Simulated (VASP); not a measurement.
**ZnSe (Stilleite): single point with r2SCAN**

ZnSe (Stilleite):

```
Zn Se
1.0
     0.00000    2.79489    2.79489
     2.79489    0.00000    2.79489
     2.79489    2.79489    0.00000
Zn Se
1 1
Direct
  0.00000 0.00000 0.00000
  0.25000 0.25000 0.25000
```

```json
{
 "Program": "VASP 6.6.1",
 "Task": "single point",
 "Functional": "r2SCAN",
 "Potentials or basis": "VASP PAW PBE potentials, release 64 (Zn, Se)",
 "Cutoff": "520 eV",
 "k mesh": "8 × 8 × 8",
 "Occupations": "fermi-dirac, width 0.02 eV",
 "Spin": "no spin polarisation",
 "Dipole correction": "no",
 "Further INCAR settings": "ALGO = Normal; EDIFF = 1e-06; NBANDS = 16"
}
```

The pressure is 3.0 GPa. The band gap on the k mesh is 2.05 eV, direct.

Levels at points of the mesh, in eV from the valence-band top:
| k point | band 5 | band 6 | band 7 | band 8 | band 9 | band 10 | band 11 | band 12 | band 13 | band 14 |
| --- | --- | --- | --- | --- | --- | --- | --- | --- | --- | --- |
| (0.00, 0.00, 0.00) | -6.40 | -6.40 | 0.00 | 0.00 | 0.00 | 2.05 | 6.30 | 6.30 | 6.30 | 10.78 |
| (0.50, 0.00, 0.00) | -6.38 | -6.23 | -5.59 | -0.95 | -0.95 | 3.13 | 6.85 | 6.85 | 9.19 | 11.94 |
| (0.50, 0.50, 0.00) | -6.35 | -6.21 | -4.98 | -2.39 | -2.39 | 3.24 | 3.86 | 11.85 | 12.37 | 12.37 |

Run time: 2.2 min on 1 thread of Intel(R) Xeon(R) Platinum 8488C (Sapphire Rapids), on a shared host, peak memory 0.18 GiB.

Caveat: the PAW data sets were made with another functional, which shifts forces and pressure a little. r2SCAN opens gaps a little over a GGA but as a rule still falls short of measured ones.
